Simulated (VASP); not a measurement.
**MoS2: relaxation of cell and atoms with PBE**

MoS2:

```
Mo S
1.0
     3.22746    0.00000    0.00000
    -1.61373    2.79507    0.00000
     0.00000    0.00000    6.31247
Mo S
1 2
Direct
  0.00000 0.00000 0.50000
  0.66667 0.33333 0.74468
  0.33333 0.66667 0.25532
```

```
Program                : VASP 6.6.1
Task                   : relaxation of cell and atoms
Functional             : PBE
Potentials or basis    : VASP PAW PBE potentials, release 64 (Mo_sv, S)
Cutoff                 : 600 eV
k mesh                 : 9 × 9 × 4
Occupations            : fermi-dirac, width 0.05 eV
Spin                   : no spin polarisation
Dipole correction      : no
Further INCAR settings : ALGO = Normal; EDIFF = 1e-06; IBRION = 2; EDIFFG = -0.01; NSW = 60; ISIF = 3
```

```yaml
Relaxed_volume: 20.06 Å³/atom
Relaxed_cell: a = 3.192 Å, b = 3.192 Å, c = 6.819 Å, α = 90.00°, β = 90.00°, γ = 120.00°
Space_group_after_relaxing_to_0.05_Å: P-3m1 (No. 164)
Energy_gained_by_relaxing: 5.7 meV/atom
Ionic_steps: 24
Pressure_after_relaxing: 0.0 GPa
Largest_force_after_relaxing: 0.003 eV/Å
Band_gap_on_the_k_mesh: zero (band 13 reaches 6.92 eV, above the bottom of band 14 at 6.05 eV)
```

Forces in eV/Å, atoms in the order of the input:
```
Mo   0.000  0.000  0.000
S    0.000  0.000 -0.003
S    0.000  0.000  0.003
```

The path:
```csv
step,energy change (eV),largest force (eV/Å),pressure (GPa),volume (Å³)
1,0.0000,0.2747,0.99,56.94
2,-0.0015,0.3042,-2.46,57.91
3,-0.0065,0.0369,-0.89,57.46
4,-0.0113,0.0503,-0.17,56.96
5,-0.0115,0.0536,0.06,56.81
6,-0.0118,0.0339,0.16,56.85
7,-0.0124,0.0222,0.47,56.98
8,-0.0121,0.1365,1.10,57.23
9,-0.0125,0.0617,0.69,57.07
10,-0.0125,0.0617,0.68,57.08
11,-0.0126,0.0612,0.66,57.13
12,-0.0129,0.0578,0.61,57.23
13,-0.0134,0.0530,0.51,57.42
14,-0.0142,0.0446,0.32,57.80
15,-0.0151,0.0270,-0.01,58.57
16,-0.0147,0.0006,-0.60,60.12
17,-0.0152,0.0196,-0.25,59.24
18,-0.0157,0.0194,-0.19,59.36
19,-0.0167,0.0216,0.01,59.74
20,-0.0165,0.0339,0.45,60.47
21,-0.0169,0.0316,0.24,60.14
22,-0.0169,0.0296,0.19,60.05
23,-0.0169,0.0347,-0.20,60.31
24,-0.0170,0.0031,-0.01,60.18
```

Final structure:
```
Mo S
1.0
     3.19249    0.00000    0.00000
    -1.59624    2.76478    0.00000
     0.00000    0.00000    6.81866
Mo S
1 2
Direct
  0.00000 0.00000 0.50000
  0.66667 0.33333 0.73215
  0.33333 0.66667 0.26785
```

Levels at points of the mesh, in eV from the Fermi level:
```
           k point  band 9  band 10  band 11  band 12  band 13  band 14  band 15  band 16  band 17
(0.00, 0.00, 0.00)   -3.77    -2.30    -1.13    -0.83    -0.83    -0.15    -0.15     3.23     3.23
(0.00, 0.00, 0.50)   -3.76    -3.38    -0.83    -0.83    -0.44    -0.17    -0.17     3.28     3.28
```

It took 8.5 min on 1 thread of Intel Xeon 6975P-C, with other jobs on the host, peak memory 0.24 GiB.

Caveat: this functional lacks dispersion, which binds the layers, so the pressure and a relaxed spacing across them are unreliable.
